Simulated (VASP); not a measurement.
# Cr (P6_3/mmc) in VASP: further runs

Cr is run at these levels: RPBE, PBE, r2SCAN, PBEsol; tasks: single point.

Program: VASP 6.6.1. These are calculated values, not measurements. Logs are shortened: lines on timing, memory, paths and dates and some standing lists are left out, and cuts for length are marked.

## (1) The cell of the first run

It takes space group P6_3/mmc (No. 194, hexagonal). The conventional cell has a = 2.714 Å, b = 2.714 Å, c = 4.410 Å, α = 90.00°, β = 90.00°, γ = 120.00°. Cr (site symmetry -6m2) has 12 Cr at 2.71 Å within 3.6 Å.

This isn't the form of Cr at room conditions, which is bcc.

## (2) Single point, RPBE, collinear spin, ferromagnetic start

Input file INCAR:

```
SYSTEM = Cr
PREC = Accurate ; ENCUT = 520
EDIFF = 1E-6 ; ISMEAR = -1
SIGMA = 0.05 ; LREAL = .False.
LASPH = .True. ; NELM = 150
ALGO = Normal ; ISIF = 2
LWAVE = .False. ; LCHARG = .False.
ISPIN = 2 ; MAGMOM = 3 3
LORBIT = 11 ; LMAXMIX = 4
GGA = RP ; NBANDS = 23
```

Input file KPOINTS:

```
Automatic mesh
0
Gamma
  11 11 6
  0 0 0
```

Input file POSCAR:

```
Cr
1.0
    2.7140000000      0.0000000000      0.0000000000
   -1.3570000000      2.3503929459      0.0000000000
    0.0000000000      0.0000000000      4.4100000000
Cr
2
Direct
    0.6666666667      0.3333333333      0.7500000000
    0.3333333333      0.6666666667      0.2500000000
```

Potentials or basis: VASP PAW PBE potentials, release 64 (Cr_pv).

On the command line:

```bash
> cat potpaw_PBE.64/Cr_pv/POTCAR > POTCAR
> mpirun -np 1 vasp_std > vasp.out
```

OUTCAR:

```text
SYSTEM = Cr
   PREC = Accurate
   ENCUT = 520
   EDIFF = 1E-6
   ISMEAR = -1
   LREAL = .False.
   LASPH = .True.
   NELM = 150
   ISIF = 2
   ISPIN = 2
   LORBIT = 11
   GGA = RP

 ion  position               nearest neighbor table
   1  0.667  0.333  0.750-   2 2.71   2 2.71   2 2.71   2 2.71   2 2.71   2 2.71
   2  0.333  0.667  0.250-   1 2.71   1 2.71   1 2.71   1 2.71   1 2.71   1 2.71

  LATTYP: Found a hexagonal cell.
 ALAT       =     2.7140000000
 C/A-ratio  =     1.6249078850

  Lattice vectors:

 A1 = (   2.7140000000,   0.0000000000,   0.0000000000)
 A2 = (  -1.3570000000,   2.3503929459,   0.0000000000)
 A3 = (   0.0000000000,   0.0000000000,   4.4100000000)

Analysis of symmetry for initial positions (statically):
=====================================================================
 Subroutine PRICEL returns:
 Original cell was already a primitive cell.

 Routine SETGRP: Setting up the symmetry group for a
 hexagonal supercell.

 Subroutine GETGRP returns: Found 24 space group operations
 (whereof 12 operations were pure point group operations)
 out of a pool of 24 trial point group operations.

The static configuration has the point symmetry D_3d.
 The point group associated with its full space group is D_6h.

Analysis of symmetry for dynamics (positions and initial velocities):
=====================================================================
 Subroutine PRICEL returns:
 Original cell was already a primitive cell.

 Routine SETGRP: Setting up the symmetry group for a
 hexagonal supercell.

 Subroutine GETGRP returns: Found 24 space group operations
 (whereof 12 operations were pure point group operations)
 out of a pool of 24 trial point group operations.

The dynamic configuration has the point symmetry D_3d.
 The point group associated with its full space group is D_6h.

Analysis of structural, dynamic, and magnetic symmetry:
=====================================================================
 Subroutine PRICEL returns:
 Original cell was already a primitive cell.

 Routine SETGRP: Setting up the symmetry group for a
 hexagonal supercell.

 Subroutine GETGRP returns: Found 24 space group operations
 (whereof 12 operations were pure point group operations)
 out of a pool of 24 trial point group operations.

The overall configuration has the point symmetry D_3d.
 The point group associated with its full space group is D_6h.

 Subroutine INISYM returns: Found 24 space group operations
 (whereof 12 operations are pure point group operations),
 and found     1 'primitive' translations

----------------------------------------------------------------------------------------

                                     Primitive cell

  volume of cell :      28.1312

  direct lattice vectors                    reciprocal lattice vectors
     2.714000000  0.000000000  0.000000000     0.368459838  0.212730387  0.000000000
    -1.357000000  2.350392946  0.000000000     0.000000000  0.425460773  0.000000000
     0.000000000  0.000000000  4.410000000     0.000000000  0.000000000  0.226757370

  length of vectors
     2.714000000  2.714000000  4.410000000     0.425460773  0.425460773  0.226757370

  position of ions in fractional coordinates (direct lattice)
     0.666666667  0.333333333  0.750000000
     0.333333333  0.666666667  0.250000000

  ion indices of the primitive-cell ions
   primitive index   ion index
                 1           1
                 2           2

----------------------------------------------------------------------------------------

 KPOINTS: Automatic mesh

Automatic generation of k-mesh.
 Grid dimensions read from file:
 generate k-points for:   11   11    6

 Generating k-lattice:

  Cartesian coordinates                     Fractional coordinates (reciprocal lattice)
     0.033496349  0.019339126  0.000000000     0.090909091  0.000000000  0.000000000
     0.000000000  0.038678252  0.000000000     0.000000000  0.090909091  0.000000000
     0.000000000  0.000000000  0.037792895     0.000000000  0.000000000  0.166666667

  Length of vectors
     0.038678252  0.038678252  0.037792895

  Shift w.r.t. Gamma in fractional coordinates (k-lattice)
     0.000000000  0.000000000  0.000000000

 Subroutine IBZKPT returns following result:
 ===========================================

 Found     64 irreducible k-points:

 Following reciprocal coordinates:
            Coordinates               Weight
  0.000000  0.000000  0.000000      1.000000
  0.090909 -0.000000  0.000000      6.000000
  0.181818  0.000000  0.000000      6.000000
  0.272727  0.000000  0.000000      6.000000
  0.363636 -0.000000  0.000000      6.000000
  0.454545 -0.000000  0.000000      6.000000
[... 16 lines left out ...]
  0.090909  0.090909  0.166667     12.000000
  0.181818  0.090909  0.166667     24.000000
 [... further k-points ...]
   k-points           NKPTS =     64   k-points in BZ     NKDIM =     64   number of bands    NBANDS=     23
   number of dos      NEDOS =    301   number of ions     NIONS =      2
   total plane-waves  NPLWV =  14400
   dimension x,y,z NGX =    20 NGY =   20 NGZ =   36
   dimension x,y,z NGXF=    40 NGYF=   40 NGZF=   72
   ions per type =               2
   NGX,Y,Z   is equivalent  to a cutoff of  12.25, 12.25, 13.57 a.u.
   NGXF,Y,Z  is equivalent  to a cutoff of  24.50, 24.50, 27.14 a.u.
 SYSTEM =  Cr
   PREC   = accura    normal or accurate (medium, high low for compatibility)
   ISTART =      0    job   : 0-new  1-cont  2-samecut
   ICHARG =      2    charge: 1-file 2-atom 10-const
   ISPIN  =      2    spin polarized calculation?
   LNONCOLLINEAR =      F non collinear calculations
   LSORBIT =      F    spin-orbit coupling
   LASPH  =      T    aspherical Exc in radial PAW
   ENCUT  =  520.0 eV  38.22 Ry    6.18 a.u.   5.05  5.05  8.20*2*pi/ulx,y,z
   NELM   =    150;   NELMIN=  2; NELMDL= -5     # of ELM steps
   EDIFF  = 0.1E-05   stopping-criterion for ELM
   LREAL  =      F    real-space projection
   EDIFFG = 0.1E-04   stopping-criterion for IOM
   NSW    =      0    number of steps for IOM
   IBRION =     -1    ionic relax: 0-MD 1-quasi-New 2-CG
   NFREE  =      0    steps in history (QN), initial steepest desc. (CG)
   ISIF   =      2    stress and relaxation
   ISYM   =      2    0-nonsym 1-usesym 2-fastsym
   POTIM  = 0.5000    time-step for ionic-motion
   TEBEG  =    0.0;   TEEND  =   0.0 temperature during run
   PSTRESS=    0.0 pullay stress
   NELECT =      24.0000    total number of electrons
   NUPDOWN=      -1.0000    fix difference up-down
   EMIN   =  10.00;   EMAX   =-10.00  energy-range for DOS
   EFERMI =   0.00;   METHOD = LEGACY
   ISMEAR =    -1;   SIGMA  =   0.05  broadening in eV -4-tet -1-fermi 0-gaus
   EFERMI_NEDOS =   21; number of points for ismear=-14 and -15
   IALGO  =     38    algorithm
   IMIX   =      4    mixing-type and parameters
     AMIX     =   0.40;   BMIX     =  1.00
     AMIX_MAG =   1.60;   BMIX_MAG =  1.00
  volume/ion in A,a.u.               =      14.07        94.92
  Fermi-wavevector in a.u.,A,eV,Ry     =   1.552681  2.934142 32.801180  2.410819
  Thomas-Fermi vector in A             =   2.657021
   LORBIT       =     11    0 simple, 1 ext, 2 COOP (PROOUT), +10 PAW based schemes
   GGA     = RP    functional components
   LHFCALC =     F    Hartree Fock is set to
   AEXX    =    0.0000 exact exchange contribution
   IVDW    =     0    specifies the selected vdW correction
   LEPSILON=     F    determine dielectric tensor
   LRPA    =     F    only Hartree local field effects (RPA)
 spin polarized calculation
  energy-cutoff  :      520.00
  volume of cell :       28.13
 maximum number of plane-waves:       772
   NGX = 11   NGY = 11   NGZ = 17

 number of electron      24.0000005 magnetization       2.0506220

 Free energy of the ion-electron system (eV)
  ---------------------------------------------------
  ext. energy  EPLUGINS =         0.00000000
  ---------------------------------------------------
  free energy    TOTEN  =       -16.80339355 eV

  energy without entropy =      -16.76893885  energy(sigma->0) =      -16.78616620

 E-fermi :   8.4390     XC(G=0): -12.4198

 val. band max:        8.4362073570   @ k =   0.4545  -0.0000   0.1667
 cond. band min:       8.4624423516   @ k =   0.0000   0.0000   0.0000
 fundamental gap:      0.0262349945
 Fermi energy:         8.4390080115

 spin component 1

 k-point     1 :       0.0000    0.0000    0.0000
  band No.  band energies     occupation
      1     -35.1727      1.00000
      2     -34.8315      1.00000
      3     -34.8315      1.00000
      4     -34.7659      1.00000
      5     -34.7659      1.00000
      6     -34.6929      1.00000
[... 15 lines left out ...]
     22      26.2465      0.00000
     23      28.8650      0.00000

 k-point     2 :       0.0909   -0.0000    0.0000
  band No.  band energies     occupation
      1     -35.1601      1.00000
      2     -34.8595      1.00000
      3     -34.8405      1.00000
      4     -34.7950      1.00000
      5     -34.7704      1.00000
      6     -34.6977      1.00000
[... 15 lines left out ...]
     22      25.4583      0.00000
     23      27.4953      0.00000

 k-point     3 :       0.1818    0.0000    0.0000
  band No.  band energies     occupation
      1     -35.1243      1.00000
      2     -34.9352      1.00000
      3     -34.8717      1.00000
      4     -34.8639      1.00000
      5     -34.7828      1.00000
      6     -34.7125      1.00000
[... 15 lines left out ...]
     22      22.6377      0.00000
     23      25.9129      0.00000
[... 495 lines left out ...]
 k-point    23 :       0.0909    0.0909    0.1667
  band No.  band energies     occupation
      1     -35.1126      1.00000
      2     -34.8968      1.00000
      3     -34.8749      1.00000
      4     -34.8388      1.00000
      5     -34.7881      1.00000
      6     -34.7280      1.00000
[... 15 lines left out ...]
     22      24.1140      0.00000
     23      25.0276      0.00000

 k-point    24 :       0.1818    0.0909    0.1667
  band No.  band energies     occupation
      1     -35.0872      1.00000
      2     -34.9691      1.00000
      3     -34.9503      1.00000
      4     -34.8741      1.00000
      5     -34.8097      1.00000
      6     -34.7405      1.00000
[... 15 lines left out ...]
     22      21.3349      0.00000
     23      23.2323      0.00000

 [... further k-points ...]

 spin component 2

 k-point     1 :       0.0000    0.0000    0.0000
  band No.  band energies     occupation
      1     -34.2648      1.00000
      2     -33.8377      1.00000
      3     -33.8377      1.00000
      4     -33.7739      1.00000
      5     -33.7711      1.00000
      6     -33.7711      1.00000
[... 15 lines left out ...]
     22      26.3875      0.00000
     23      29.1002      0.00000

 k-point     2 :       0.0909   -0.0000    0.0000
  band No.  band energies     occupation
      1     -34.2519      1.00000
      2     -33.8665      1.00000
      3     -33.8469      1.00000
      4     -33.8011      1.00000
      5     -33.7788      1.00000
      6     -33.7757      1.00000
[... 15 lines left out ...]
     22      25.7334      0.00000
     23      27.8709      0.00000

 k-point     3 :       0.1818    0.0000    0.0000
  band No.  band energies     occupation
      1     -34.2152      1.00000
      2     -33.9443      1.00000
      3     -33.8798      1.00000
      4     -33.8709      1.00000
      5     -33.7939      1.00000
      6     -33.7884      1.00000
[... 15 lines left out ...]
     22      23.1092      0.00000
     23      26.4356      0.00000
[... 495 lines left out ...]
 k-point    23 :       0.0909    0.0909    0.1667
  band No.  band energies     occupation
      1     -34.2020      1.00000
      2     -33.9062      1.00000
      3     -33.8881      1.00000
      4     -33.8518      1.00000
      5     -33.7982      1.00000
      6     -33.7938      1.00000
[... 15 lines left out ...]
     22      24.4857      0.00000
     23      25.5303      0.00000

 k-point    24 :       0.1818    0.0909    0.1667
  band No.  band energies     occupation
      1     -34.1695      1.00000
      2     -33.9860      1.00000
      3     -33.9661      1.00000
      4     -33.8845      1.00000
      5     -33.8188      1.00000
      6     -33.8117      1.00000
[... 15 lines left out ...]
     22      21.8429      0.00000
     23      23.7314      0.00000

 [... further k-points ...]

------------------------ aborting loop because EDIFF is reached ----------------------------------------

  FORCE on cell =-STRESS in cart. coord.  units (eV):
  Direction    XX          YY          ZZ          XY          YZ          ZX
  --------------------------------------------------------------------------------------
  -------------------------------------------------------------------------------------
  Total       -3.7850866     -3.7850866     -3.2612362     -0.0000000      0.0000000      0.0000000
  in kB     -215.5745558   -215.5745558   -185.7393555     -0.0000000      0.0000000      0.0000000
  external PRESSURE =    -205.6294890 kB  Pullay stress =       0.0000000 kB

 VOLUME and BASIS-vectors are now :
 -----------------------------------------------------------------------------
  energy-cutoff  :      520.00
  volume of cell :       28.13
      direct lattice vectors                 reciprocal lattice vectors
     2.714000000  0.000000000  0.000000000     0.368459838  0.212730387  0.000000000
    -1.357000000  2.350392946  0.000000000     0.000000000  0.425460773  0.000000000
     0.000000000  0.000000000  4.410000000     0.000000000  0.000000000  0.226757370

 POSITION                                       TOTAL-FORCE (eV/Angst)
 -----------------------------------------------------------------------------------
      1.35700      0.78346      3.30750         0.000000     -0.000000      0.000000
     -0.00000      1.56693      1.10250        -0.000000      0.000000      0.000000
 -----------------------------------------------------------------------------------
    total drift:                               -0.000000      0.000000     -0.000000

  FREE ENERGIE OF THE ION-ELECTRON SYSTEM (eV)
  ---------------------------------------------------
  free  energy   TOTEN  =       -16.8033935476 eV

  energy  without entropy=      -16.7689388549  energy(sigma->0) =      -16.78616620

 total charge

# of ion       s       p       d       tot
------------------------------------------
    1        0.395   6.280   4.046  10.721
    2        0.395   6.280   4.046  10.721
--------------------------------------------------
tot          0.789  12.560   8.092  21.441

 magnetization (x)

# of ion       s       p       d       tot
------------------------------------------
    1       -0.000   0.025   0.928   0.953
    2       -0.000   0.025   0.928   0.953
--------------------------------------------------
tot         -0.000   0.050   1.855   1.905
```

Wall time 34 s (1 thread of Intel Xeon 6975P-C (Granite Rapids), shared host); peak memory 0.18 GiB.

Results:

```
Free energy                                           : -16.8034 eV
Pressure                                              : -20.6 GPa
Net moment                                            : 2.05 μB per cell
Site moments                                          : Cr +0.95 μB
Valence electrons inside the program's atomic spheres : Cr 10.72
```

Stress tensor (GPa, compression positive):
```
-21.56   0.00   0.00
  0.00 -21.56   0.00
  0.00   0.00 -18.57
```

Levels at points of the mesh, in eV from the Fermi level:
Spin up:
```tsv
k point	band 11	band 12	band 13	band 14	band 15	band 16
(0.00, 0.00, 0.00)	-0.69	-0.38	-0.38	0.04	0.04	0.33
(0.00, 0.00, 0.50)	-0.81	-0.81	-0.81	-0.81	0.93	0.93
```
Spin down:
```tsv
k point	band 8	band 9	band 10	band 11	band 12	band 13	band 14	band 15
(0.00, 0.00, 0.00)	-3.08	0.02	0.14	0.14	0.53	0.53	0.64	1.05
(0.00, 0.00, 0.50)	-4.86	-0.55	-0.55	0.09	0.09	0.09	0.09	1.96
```

Caveat: the cell stands under tension; an empty level that is flat over the whole mesh can mark a ghost state of the potentials, or a narrow d or f band; the PAW data sets were made with another functional, which shifts forces and pressure a little.

[end of part 1 of 3]
